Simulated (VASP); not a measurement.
# Ta in VASP: density of states with PBE

Aim: the density of states of Ta with PBE.

Program: VASP 6.6.1. These are calculated values, not measurements. Logs are shortened: lines on timing, memory, paths and dates and some standing lists are left out, and cuts for length are marked.

**1. The cell of the first run**

The cell holds a slab with vacuum, 1 atom: a = 4.695 Å, b = 4.695 Å, c = 16.000 Å, α = 90.00°, β = 90.00°, γ = 120.00°.

**2. Density of states, PBE**

File POSCAR:

```
Ta
1.0
    4.6945593018      0.0000000000      0.0000000000
   -2.3472796509      4.0656076149      0.0000000000
    0.0000000000      0.0000000000     16.0000000000
Ta
1
Direct
    0.0000000000      0.0000000000      0.5000000000
```

File INCAR.step1:

```
PREC = Accurate
ENCUT = 520
EDIFF = 1E-7
ISMEAR = -1
SIGMA = 0.08
LREAL = F
LASPH = T
NELM = 80
ALGO = Normal
ISIF = 2
LWAVE = F
LCHARG = T
LMAXMIX = 4
LDIPOL = T
IDIPOL = 3
DIPOL = 0.5 0.5 0.500
GGA = PE
NBANDS = 12
```

File KPOINTS.step1:

```
regular mesh
0
Gamma
  9 9 1
```

File INCAR.step2:

```
PREC = Accurate
ENCUT = 520
EDIFF = 1E-7
ISMEAR = -5
SIGMA = 0.08
LREAL = F
LASPH = T
NELM = 80
ALGO = Normal
ISIF = 2
LWAVE = F
LCHARG = F
LMAXMIX = 4
LDIPOL = T
IDIPOL = 3
DIPOL = 0.5 0.5 0.500
GGA = PE
LORBIT = 10
NEDOS = 2001
ICHARG = 11
```

File KPOINTS.step2:

```
regular mesh
0
Gamma
  14 14 1
```

Potentials or basis: VASP PAW PBE potentials, release 64 (Ta_pv).

Command:

```sh
cat potpaw_PBE.64/Ta_pv/POTCAR > POTCAR
cp INCAR.step1 INCAR
cp KPOINTS.step1 KPOINTS
mpirun -np 1 vasp_std > vasp.out
cp INCAR.step2 INCAR
cp KPOINTS.step2 KPOINTS
mpirun -np 1 vasp_std > vasp.out
```

OUTCAR:

```text
PREC = Accurate
   ENCUT = 520
   EDIFF = 1E-7
   ISMEAR = -5
   LREAL = F
   LASPH = T
   NELM = 80
   ISIF = 2
   GGA = PE
   LORBIT = 10
   ICHARG = 11

 ion  position               nearest neighbor table
   1  0.000  0.000  0.500-

  LATTYP: Found a hexagonal cell.
 ALAT       =     4.6945593018
 C/A-ratio  =     3.4082006364

  Lattice vectors:

 A1 = (   4.6945593018,   0.0000000000,   0.0000000000)
 A2 = (  -2.3472796509,   4.0656076149,   0.0000000000)
 A3 = (   0.0000000000,   0.0000000000,  16.0000000000)

Analysis of symmetry for initial positions (statically):
=====================================================================
 Subroutine PRICEL returns:
 Original cell was already a primitive cell.

 Routine SETGRP: Setting up the symmetry group for a
 hexagonal supercell.

 Subroutine GETGRP returns: Found 24 space group operations
 (whereof 24 operations were pure point group operations)
 out of a pool of 24 trial point group operations.

The static configuration has the point symmetry D_6h.

Analysis of symmetry for dynamics (positions and initial velocities):
=====================================================================
 Subroutine PRICEL returns:
 Original cell was already a primitive cell.

 Routine SETGRP: Setting up the symmetry group for a
 hexagonal supercell.

 Subroutine GETGRP returns: Found 24 space group operations
 (whereof 24 operations were pure point group operations)
 out of a pool of 24 trial point group operations.

The dynamic configuration has the point symmetry D_6h.

 Subroutine INISYM returns: Found 24 space group operations
 (whereof 24 operations are pure point group operations),
 and found     1 'primitive' translations

----------------------------------------------------------------------------------------

                                     Primitive cell

  volume of cell :     305.3798

  direct lattice vectors                    reciprocal lattice vectors
     4.694559302  0.000000000  0.000000000     0.213012540  0.122982847  0.000000000
    -2.347279651  4.065607615  0.000000000     0.000000000  0.245965694  0.000000000
     0.000000000  0.000000000 16.000000000     0.000000000  0.000000000  0.062500000

  length of vectors
     4.694559302  4.694559302 16.000000000     0.245965694  0.245965694  0.062500000

  position of ions in fractional coordinates (direct lattice)
     0.000000000  0.000000000  0.500000000

  ion indices of the primitive-cell ions
   primitive index   ion index
                 1           1

----------------------------------------------------------------------------------------

 KPOINTS: regular mesh

Automatic generation of k-mesh.
 Grid dimensions read from file:
 generate k-points for:   14   14    1

 Generating k-lattice:

  Cartesian coordinates                     Fractional coordinates (reciprocal lattice)
     0.015215181  0.008784489  0.000000000     0.071428571  0.000000000  0.000000000
     0.000000000  0.017568978  0.000000000     0.000000000  0.071428571  0.000000000
     0.000000000  0.000000000  0.062500000     0.000000000  0.000000000  1.000000000

  Length of vectors
     0.017568978  0.017568978  0.062500000

  Shift w.r.t. Gamma in fractional coordinates (k-lattice)
     0.000000000  0.000000000  0.000000000

 TETIRR: Found    105 inequivalent tetrahedra from     1176

 Subroutine IBZKPT returns following result:
 ===========================================

 Found     24 irreducible k-points:

 Following reciprocal coordinates:
            Coordinates               Weight
  0.000000  0.000000  0.000000      1.000000
  0.071429  0.000000  0.000000      6.000000
  0.142857  0.000000  0.000000      6.000000
  0.214286  0.000000  0.000000      6.000000
  0.285714  0.000000  0.000000      6.000000
  0.357143  0.000000  0.000000      6.000000
[... 16 lines left out ...]
  0.285714  0.285714  0.000000      6.000000
  0.357143  0.285714  0.000000      6.000000
   k-points           NKPTS =     24   k-points in BZ     NKDIM =     24   number of bands    NBANDS=      9
   number of dos      NEDOS =   2001   number of ions     NIONS =      1
   total plane-waves  NPLWV = 155520
   dimension x,y,z NGX =    36 NGY =   36 NGZ =  120
   dimension x,y,z NGXF=    72 NGYF=   72 NGZF=  240
   ions per type =               1
   NGX,Y,Z   is equivalent  to a cutoff of  12.75, 12.75, 12.47 a.u.
   NGXF,Y,Z  is equivalent  to a cutoff of  25.50, 25.50, 24.94 a.u.
 SYSTEM =  unknown system
   PREC   = accura    normal or accurate (medium, high low for compatibility)
   ISTART =      0    job   : 0-new  1-cont  2-samecut
   ICHARG =     11    charge: 1-file 2-atom 10-const
   ISPIN  =      1    spin polarized calculation?
   LNONCOLLINEAR =      F non collinear calculations
   LSORBIT =      F    spin-orbit coupling
   LASPH  =      T    aspherical Exc in radial PAW
   ENCUT  =  520.0 eV  38.22 Ry    6.18 a.u.   8.73  8.73 29.75*2*pi/ulx,y,z
   NELM   =     80;   NELMIN=  2; NELMDL=  0     # of ELM steps
   EDIFF  = 0.1E-06   stopping-criterion for ELM
   LREAL  =      F    real-space projection
   EDIFFG = 0.1E-05   stopping-criterion for IOM
   NSW    =      0    number of steps for IOM
   IBRION =     -1    ionic relax: 0-MD 1-quasi-New 2-CG
   NFREE  =      0    steps in history (QN), initial steepest desc. (CG)
   ISIF   =      2    stress and relaxation
   ISYM   =      2    0-nonsym 1-usesym 2-fastsym
   POTIM  = 0.5000    time-step for ionic-motion
   TEBEG  =    0.0;   TEEND  =   0.0 temperature during run
   PSTRESS=    0.0 pullay stress
   NELECT =      11.0000    total number of electrons
   NUPDOWN=      -1.0000    fix difference up-down
   EMIN   =  10.00;   EMAX   =-10.00  energy-range for DOS
   EFERMI =   0.00;   METHOD = LEGACY
   ISMEAR =    -5;   SIGMA  =   0.08  broadening in eV -4-tet -1-fermi 0-gaus
   EFERMI_NEDOS =   21; number of points for ismear=-14 and -15
   IALGO  =     38    algorithm
   IMIX   =      4    mixing-type and parameters
     AMIX     =   0.40;   BMIX     =  1.00
     AMIX_MAG =   1.60;   BMIX_MAG =  1.00
  volume/ion in A,a.u.               =     305.38      2060.80
  Fermi-wavevector in a.u.,A,eV,Ry     =   0.540662  1.021703  3.977189  0.292315
  Thomas-Fermi vector in A             =   1.567894
   LORBIT       =     10    0 simple, 1 ext, 2 COOP (PROOUT), +10 PAW based schemes
   GGA     = PE    functional components
   LHFCALC =     F    Hartree Fock is set to
   AEXX    =    0.0000 exact exchange contribution
   IVDW    =     0    specifies the selected vdW correction
   LEPSILON=     F    determine dielectric tensor
   LRPA    =     F    only Hartree local field effects (RPA)
 non-spin polarized calculation
 Fermi weights with tetrahedron method with Bloechl corrections
  energy-cutoff  :      520.00
  volume of cell :      305.38
 maximum number of plane-waves:      8246
 NGX is ok and might be reduce to    36

 number of electron      10.9999998 magnetization

 dipolmoment           0.000000      0.000000     -0.000000 electrons x Angstroem

 Free energy of the ion-electron system (eV)
  ---------------------------------------------------
  ext. energy  EPLUGINS =         0.00000000
  ---------------------------------------------------
  free energy    TOTEN  =        -3.19902909 eV

  energy without entropy =       -3.19902909  energy(sigma->0) =       -3.19902909

 E-fermi :  -3.4135     XC(G=0):  -2.2114

 val. band max:       -3.4267499541   @ k =   0.2857   0.1429   0.0000
 cond. band min:      -3.4119811636   @ k =   0.1429   0.0714   0.0000
 fundamental gap:      0.0147687905
 Fermi energy:        -3.4135122467

 k-point     1 :       0.0000    0.0000    0.0000
  band No.  band energies     occupation
      1     -39.3540      2.00000
      2     -39.2840      2.00000
      3     -39.2840      2.00000
      4      -6.1467      2.00000
      5      -3.4682      2.00000
      6      -3.3456      0.00000
      7      -3.3456      0.00000
      8      -3.0238      0.00000
      9      -3.0238      0.00000

 k-point     2 :       0.0714    0.0000    0.0000
  band No.  band energies     occupation
      1     -39.3540      2.00000
      2     -39.2841      2.00000
      3     -39.2840      2.00000
      4      -6.0958      2.00000
      5      -3.4607      2.00000
      6      -3.3612      0.00000
      7      -3.3213      0.00000
      8      -3.0634      0.00000
      9      -3.0284      0.00000

 k-point     3 :       0.1429    0.0000    0.0000
  band No.  band energies     occupation
      1     -39.3540      2.00000
      2     -39.2845      2.00000
      3     -39.2841      2.00000
      4      -5.9456      2.00000
      5      -3.4456      2.00000
      6      -3.3957      0.00000
      7      -3.2510      0.00000
      8      -3.1576      0.00000
      9      -3.0416      0.00000

 k-point     4 :       0.2143    0.0000    0.0000
  band No.  band energies     occupation
      1     -39.3539      2.00000
      2     -39.2850      2.00000
      3     -39.2842      2.00000
      4      -5.7050      2.00000
      5      -3.4741      2.00000
      6      -3.3834      0.00000
      7      -3.2663      0.00000
      8      -3.1434      0.00000
      9      -3.0604      0.00000
[... 205 lines left out ...]
 k-point    22 :       0.3571    0.2143    0.0000
  band No.  band energies     occupation
      1     -39.3538      2.00000
      2     -39.2862      2.00000
      3     -39.2852      2.00000
      4      -4.3899      2.00000
      5      -3.5070      2.00000
      6      -3.4327      1.95551
      7      -3.2589      0.00000
      8      -3.2388      0.00000
      9      -2.8950      0.00000

 k-point    23 :       0.2857    0.2857    0.0000
  band No.  band energies     occupation
      1     -39.3538      2.00000
      2     -39.2860      2.00000
      3     -39.2854      2.00000
      4      -4.3189      2.00000
      5      -3.5341      2.00000
      6      -3.4064      0.71069
      7      -3.3350      0.00000
      8      -3.2733      0.00000
      9      -2.9019      0.00000

 k-point    24 :       0.3571    0.2857    0.0000
  band No.  band energies     occupation
      1     -39.3538      2.00000
      2     -39.2860      2.00000
      3     -39.2856      2.00000
      4      -4.1854      2.00000
      5      -3.4860      2.00000
      6      -3.3854     -0.07126
      7      -3.3731      0.00000
      8      -3.3093      0.00000
      9      -3.0083      0.00000

------------------------ aborting loop because EDIFF is reached ----------------------------------------

 vacuum level on the upper side and lower side of the slab       (xc-potential included)        -0.006        -0.006

  FORCE on cell =-STRESS in cart. coord.  units (eV):
  Direction    XX          YY          ZZ          XY          YZ          ZX
  --------------------------------------------------------------------------------------
  -------------------------------------------------------------------------------------
  Total       -4.1680008     -4.1680008      0.1100248      0.0000000     -0.0000000     -0.0000000
  in kB      -21.8674478    -21.8674478      0.5772460      0.0000000     -0.0000000     -0.0000000
  external PRESSURE =     -14.3858832 kB  Pullay stress =       0.0000000 kB

 VOLUME and BASIS-vectors are now :
 -----------------------------------------------------------------------------
  energy-cutoff  :      520.00
  volume of cell :      305.38
      direct lattice vectors                 reciprocal lattice vectors
     4.694559302  0.000000000  0.000000000     0.213012540  0.122982847  0.000000000
    -2.347279651  4.065607615  0.000000000     0.000000000  0.245965694  0.000000000
     0.000000000  0.000000000 16.000000000     0.000000000  0.000000000  0.062500000

 POSITION                                       TOTAL-FORCE (eV/Angst)
 -----------------------------------------------------------------------------------
      0.00000      0.00000      8.00000        -0.000000      0.000000      0.000000
 -----------------------------------------------------------------------------------
    total drift:                               -0.000000      0.000000     -0.000000

  FREE ENERGIE OF THE ION-ELECTRON SYSTEM (eV)
  ---------------------------------------------------
  free  energy   TOTEN  =        -3.1990290862 eV

  energy  without entropy=       -3.1990290862  energy(sigma->0) =       -3.19902909

 vacuum level on the upper side and lower side of the slab         0.831         0.831

 total charge

# of ion       s       p       d       tot
------------------------------------------
    1        0.497   5.916   1.968   8.381
```

It took 1.8 min on 1 thread of Intel Xeon Platinum 8488C (Sapphire Rapids), shared host; peak memory 0.4 GiB.

Results:

| Quantity | Value |
| --- | --- |
| Valence electrons inside the program's atomic spheres | Ta 8.38 |

Levels at points of the mesh, in eV from the Fermi level:
```tsv
k point	band 2	band 3	band 4	band 5	band 6	band 7	band 8	band 9
(0.00, 0.00, 0.00)	-35.87	-35.87	-2.73	-0.05	0.07	0.07	0.39	0.39
(0.50, 0.00, 0.00)	-35.87	-35.87	-1.28	-0.09	-0.07	0.30	0.62	0.66
```

Caveat: spin-orbit coupling is left out, which moves the levels of the heavy elements; tetrahedron occupations give inexact forces and stress in metals.
